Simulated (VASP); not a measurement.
# Hf5C4 in VASP: further runs

Runs on Hf5C4. Level: PBE. Tasks: single point.

All numbers are computed with VASP 6.6.1; they aren't measurements. Logs are shortened: lines on timing, memory, paths and dates and some standing lists are left out, and cuts for length are marked.

## Step 1: The cell of the first run

The cell holds a slab with vacuum, 9 atoms: a = 3.289 Å, b = 3.289 Å, c = 25.742 Å, α = 90.00°, β = 90.00°, γ = 120.00°.

## Step 2: Single point, PBE

INCAR

```
ALGO     = Normal         # electronic algorithm
DIPOL    = 0.5 0.5 0.500
EDIFF    = 1E-7           # SCF threshold, eV
ENCUT    = 520            # plane-wave cutoff, eV
GGA      = PE             # functional
IDIPOL   = 3            
ISIF     = 2              # what is computed and relaxed
ISMEAR   = 0              # smearing method
LASPH    = True           # aspherical terms in the spheres
LCHARG   = False          # write CHGCAR
LDIPOL   = True         
LREAL    = False          # projectors in reciprocal space
LWAVE    = False          # write WAVECAR
NBANDS   = 43             # bands
NELM     = 100            # most SCF steps
PREC     = Accurate       # precision mode
SIGMA    = 0.1            # smearing width, eV
```

KPOINTS

```
k-points
0
Gamma
  12 12 1
```

POSCAR

```
Hf5C4
1.0
    3.2891025626      0.0000000000      0.0000000000
   -1.6445512813      2.8484463749      0.0000000000
    0.0000000000      0.0000000000     25.7421639869
Hf C
5 4
Direct
    0.3333333333      0.6666666667      0.2913507972
    0.0000000000      0.0000000000      0.3956753986
    0.6666666667      0.3333333333      0.5000000000
    0.3333333333      0.6666666667      0.6043246014
    0.0000000000      0.0000000000      0.7086492028
    0.6666666667      0.3333333333      0.3435130979
    0.3333333333      0.6666666667      0.4478376993
    0.0000000000      0.0000000000      0.5521623007
    0.6666666667      0.3333333333      0.6564869021
```

Potentials or basis: VASP PAW PBE potentials, release 64 (Hf_pv, C).

Started as:

```bash
$ cat potpaw_PBE.64/Hf_pv/POTCAR potpaw_PBE.64/C/POTCAR > POTCAR
$ mpirun -np 1 vasp_std > vasp.out
```

OUTCAR:

```text
EDIFF = 1E-7
   ENCUT = 520
   GGA = PE
   ISIF = 2
   ISMEAR = 0
   LASPH = True
   LREAL = False
   NELM = 100
   PREC = Accurate

 ion  position               nearest neighbor table
   1  0.333  0.667  0.291-   6 2.33   6 2.33   6 2.33   2 3.29   2 3.29   2 3.29
   2  0.000  0.000  0.396-   6 2.33   7 2.33   6 2.33   7 2.33   6 2.33   7 2.33   1 3.29   3 3.29
                             1 3.29   3 3.29   1 3.29   3 3.29
   3  0.667  0.333  0.500-   7 2.33   8 2.33   7 2.33   8 2.33   8 2.33   7 2.33   4 3.29   2 3.29
                             4 3.29   2 3.29   2 3.29   4 3.29
   4  0.333  0.667  0.604-   9 2.33   8 2.33   9 2.33   8 2.33   8 2.33   9 2.33   5 3.29   3 3.29
                             3 3.29   5 3.29   5 3.29   3 3.29
   5  0.000  0.000  0.709-   9 2.33   9 2.33   9 2.33   4 3.29   4 3.29   4 3.29
   6  0.667  0.333  0.344-   1 2.33   2 2.33   1 2.33   2 2.33   2 2.33   1 2.33
   7  0.333  0.667  0.448-   3 2.33   2 2.33   3 2.33   2 2.33   2 2.33   3 2.33
   8  0.000  0.000  0.552-   3 2.33   4 2.33   3 2.33   4 2.33   3 2.33   4 2.33
   9  0.667  0.333  0.656-   4 2.33   5 2.33   4 2.33   5 2.33   5 2.33   4 2.33

  LATTYP: Found a hexagonal cell.
 ALAT       =     3.2891025626
 C/A-ratio  =     7.8265008454

  Lattice vectors:

 A1 = (   3.2891025626,   0.0000000000,   0.0000000000)
 A2 = (  -1.6445512813,   2.8484463749,   0.0000000000)
 A3 = (   0.0000000000,   0.0000000000,  25.7421639869)

Analysis of symmetry for initial positions (statically):
=====================================================================
 Subroutine PRICEL returns:
 Original cell was already a primitive cell.

 Routine SETGRP: Setting up the symmetry group for a
 hexagonal supercell.

 Subroutine GETGRP returns: Found 12 space group operations
 (whereof  6 operations were pure point group operations)
 out of a pool of 24 trial point group operations.

The static configuration has the point symmetry C_3v.
 The point group associated with its full space group is D_3d.

Analysis of symmetry for dynamics (positions and initial velocities):
=====================================================================
 Subroutine PRICEL returns:
 Original cell was already a primitive cell.

 Routine SETGRP: Setting up the symmetry group for a
 hexagonal supercell.

 Subroutine GETGRP returns: Found 12 space group operations
 (whereof  6 operations were pure point group operations)
 out of a pool of 24 trial point group operations.

The dynamic configuration has the point symmetry C_3v.
 The point group associated with its full space group is D_3d.

 Subroutine INISYM returns: Found 12 space group operations
 (whereof  6 operations are pure point group operations),
 and found     1 'primitive' translations
[... 120 lines left out ...]
   IALGO  =     38    algorithm
   IMIX   =      4    mixing-type and parameters
     AMIX     =   0.40;   BMIX     =  1.00
     AMIX_MAG =   1.60;   BMIX_MAG =  1.00
  volume/ion in A,a.u.               =      26.80       180.84
  Fermi-wavevector in a.u.,A,eV,Ry     =   1.062868  2.008529 15.370342  1.129688
  Thomas-Fermi vector in A             =   2.198333
   LORBIT       =      0    0 simple, 1 ext, 2 COOP (PROOUT), +10 PAW based schemes
   GGA     = PE    functional components
   LHFCALC =     F    Hartree Fock is set to
   AEXX    =    0.0000 exact exchange contribution
   IVDW    =     0    specifies the selected vdW correction
   LEPSILON=     F    determine dielectric tensor
   LRPA    =     F    only Hartree local field effects (RPA)
 non-spin polarized calculation
 Gauss-broadening in eV      SIGMA  =   0.10
  energy-cutoff  :      520.00
  volume of cell :      241.17
 maximum number of plane-waves:      6552
   NGX = 13   NGY = 13   NGZ = 95

 dipolmoment           0.000000      0.000000      0.000000 electrons x Angstroem

 number of electron      65.9999993 magnetization

 dipolmoment           0.000000      0.000000     -0.000000 electrons x Angstroem

 Free energy of the ion-electron system (eV)
  ---------------------------------------------------
  ext. energy  EPLUGINS =         0.00000000
  ---------------------------------------------------
  free energy    TOTEN  =       -91.80624662 eV

  energy without entropy =      -91.78145866  energy(sigma->0) =      -91.79385264

 E-fermi :   0.9586     XC(G=0):  -7.0341

 val. band max:        0.9576748705   @ k =   0.4167   0.0000   0.0000
 cond. band min:       0.9591727729   @ k =   0.3333   0.3333   0.0000
 fundamental gap:      0.0014979024
 Fermi energy:         0.9585527496

 k-point     1 :       0.0000    0.0000    0.0000
  band No.  band energies     occupation
      1     -30.1767      2.00000
      2     -30.1759      2.00000
      3     -29.7160      2.00000
      4     -29.7160      2.00000
      5     -29.7160      2.00000
      6     -29.7160      2.00000
[... 863 lines left out ...]
     42       4.6639      0.00000
     43       5.3863      0.00000

------------------------ aborting loop because EDIFF is reached ----------------------------------------

 vacuum level on the upper side and lower side of the slab       (xc-potential included)        -0.175        -0.175

  FORCE on cell =-STRESS in cart. coord.  units (eV):
  Direction    XX          YY          ZZ          XY          YZ          ZX
  --------------------------------------------------------------------------------------
  -------------------------------------------------------------------------------------
  Total       -3.4552327     -3.4552327     -5.6610377     -0.0000000      0.0000000      0.0000000
  in kB      -22.9539469    -22.9539469    -37.6076427     -0.0000000      0.0000000      0.0000000
  external PRESSURE =     -27.8385122 kB  Pullay stress =       0.0000000 kB

 VOLUME and BASIS-vectors are now :
 -----------------------------------------------------------------------------
  energy-cutoff  :      520.00
  volume of cell :      241.17
      direct lattice vectors                 reciprocal lattice vectors
     3.289102563  0.000000000  0.000000000     0.304034301  0.175534286  0.000000000
    -1.644551281  2.848446375  0.000000000     0.000000000  0.351068572  0.000000000
     0.000000000  0.000000000 25.742163987     0.000000000  0.000000000  0.038846773

 POSITION                                       TOTAL-FORCE (eV/Angst)
 -----------------------------------------------------------------------------------
     -0.00000      1.89896      7.50000        -0.000000     -0.000000      1.498913
      0.00000      0.00000     10.18554         0.000000     -0.000000      0.651456
      1.64455      0.94948     12.87108        -0.000000      0.000000      0.000000
     -0.00000      1.89896     15.55662         0.000000      0.000000     -0.651456
      0.00000      0.00000     18.24216         0.000000      0.000000     -1.498913
      1.64455      0.94948      8.84277        -0.000000     -0.000000     -1.657904
     -0.00000      1.89896     11.52831        -0.000000      0.000000     -0.228180
      0.00000      0.00000     14.21385         0.000000     -0.000000      0.228180
      1.64455      0.94948     16.89939         0.000000      0.000000      1.657904
 -----------------------------------------------------------------------------------
    total drift:                                0.000000     -0.000000      0.000000

  FREE ENERGIE OF THE ION-ELECTRON SYSTEM (eV)
  ---------------------------------------------------
  free  energy   TOTEN  =       -91.8062466174 eV

  energy  without entropy=      -91.7814586646  energy(sigma->0) =      -91.79385264

 vacuum level on the upper side and lower side of the slab         5.368         5.368
```

OSZICAR:

```text
N       E                     dE             d eps       ncg     rms          rms(c)
DAV:   1     0.349392650839E+03    0.34939E+03   -0.35768E+04  1914   0.137E+03
DAV:   2    -0.784543307820E+02   -0.42785E+03   -0.41227E+03  1999   0.348E+02
DAV:   3    -0.109938888230E+03   -0.31485E+02   -0.30884E+02  2140   0.711E+01
[... 33 lines left out ...]
DAV:  37    -0.918062444387E+02   -0.12895E-05   -0.90676E-07  1948   0.397E-03    0.309E-03
DAV:  38    -0.918062450862E+02   -0.64758E-06   -0.20702E-07  1457   0.162E-03    0.295E-03
DAV:  39    -0.918062460962E+02   -0.10099E-05   -0.13278E-07  1163   0.132E-03    0.152E-03
DAV:  40    -0.918062465518E+02   -0.45563E-06   -0.58959E-08  1175   0.108E-03    0.221E-03
DAV:  41    -0.918062466174E+02   -0.65557E-07   -0.29417E-08  1034   0.882E-04
   1 F= -.91806247E+02 E0= -.91793853E+02  d E =-.247880E-01
```

Run time: 8.3 min. Hardware: 1 thread of Intel Xeon 6975P-C, shared host; peak memory 0.43 GiB.

Results:

| Quantity | Value |
| --- | --- |
| Free energy | -91.8062 eV |
| Largest force | 1.658 eV/Å |
| Band gap on the k mesh | zero (band 33 reaches 1.14 eV, above the bottom of band 34 at 0.57 eV) |

Forces in eV/Å, atoms in the order of the input:
```
Hf   0.000  0.000  1.499
Hf   0.000  0.000  0.651
Hf   0.000  0.000  0.000
Hf   0.000  0.000 -0.651
Hf   0.000  0.000 -1.499
C    0.000  0.000 -1.658
C    0.000  0.000 -0.228
C    0.000  0.000  0.228
C    0.000  0.000  1.658
```

Levels at points of the mesh, in eV from the Fermi level:
| k point | band 29 | band 30 | band 31 | band 32 | band 33 | band 34 | band 35 | band 36 | band 37 | band 38 |
| --- | --- | --- | --- | --- | --- | --- | --- | --- | --- | --- |
| (0.00, 0.00, 0.00) | -1.56 | -0.65 | -0.25 | -0.25 | -0.24 | 0.82 | 1.28 | 1.28 | 1.82 | 1.82 |
| (0.50, 0.00, 0.00) | -2.26 | -1.85 | -1.73 | -0.71 | 0.15 | 0.37 | 0.40 | 1.27 | 2.59 | 2.60 |

Caveat: spin-orbit coupling is left out, which moves the levels of the heavy elements.

## Step 3: Single point, PBE

INCAR

```
SYSTEM = Hf5C4
  PREC = Accurate
  ENCUT = 520
  EDIFF = 1E-6
  ISMEAR = 1
  SIGMA = 0.2
  LREAL = .False.
  LASPH = .True.
  NELM = 80
  ALGO = Normal
  ISIF = 2
  LWAVE = .False.
  LCHARG = .True.
  LDIPOL = .True.
  IDIPOL = 3
  DIPOL = 0.5 0.5 0.500
  GGA = PE
  LELF = .True.
  LVHAR = .True.
  LVACPOTAV = .True.
  NBANDS = 43
```

KPOINTS

```
regular mesh
0
Gamma
  12 12 1
  0 0 0
```

POSCAR is that of step 2.

Potentials or basis: VASP PAW PBE potentials, release 64 (Hf_pv, C).

Started as:

```bash
$ cat potpaw_PBE.64/Hf_pv/POTCAR potpaw_PBE.64/C/POTCAR > POTCAR
$ mpirun -np 1 vasp_std > vasp.out
```

Wall time 7.7 min (1 thread of Intel Xeon 6975P-C, shared host); peak memory 0.43 GiB.

The run converged. Its results:

| Property | Result |
| --- | --- |
| Free energy | -91.7922 eV |
| Largest force | 1.671 eV/Å |
| Band gap on the k mesh | zero (band 33 reaches 1.13 eV, above the bottom of band 34 at 0.57 eV) |

Forces on the atoms (eV/Å):
```
Hf   0.000  0.000  1.509
Hf   0.000  0.000  0.664
Hf   0.000  0.000  0.000
Hf   0.000  0.000 -0.664
Hf   0.000  0.000 -1.509
C    0.000  0.000 -1.671
C    0.000  0.000 -0.234
C    0.000  0.000  0.234
C    0.000  0.000  1.671
```

Levels at points of the mesh, in eV from the Fermi level:
```tsv
k point	band 29	band 30	band 31	band 32	band 33	band 34	band 35	band 36	band 37	band 38
(0.00, 0.00, 0.00)	-1.58	-0.66	-0.26	-0.26	-0.25	0.80	1.27	1.27	1.81	1.81
(0.50, 0.00, 0.00)	-2.28	-1.86	-1.74	-0.72	0.14	0.36	0.38	1.26	2.57	2.59
```

Caveat: spin-orbit coupling is left out, which moves the levels of the heavy elements.
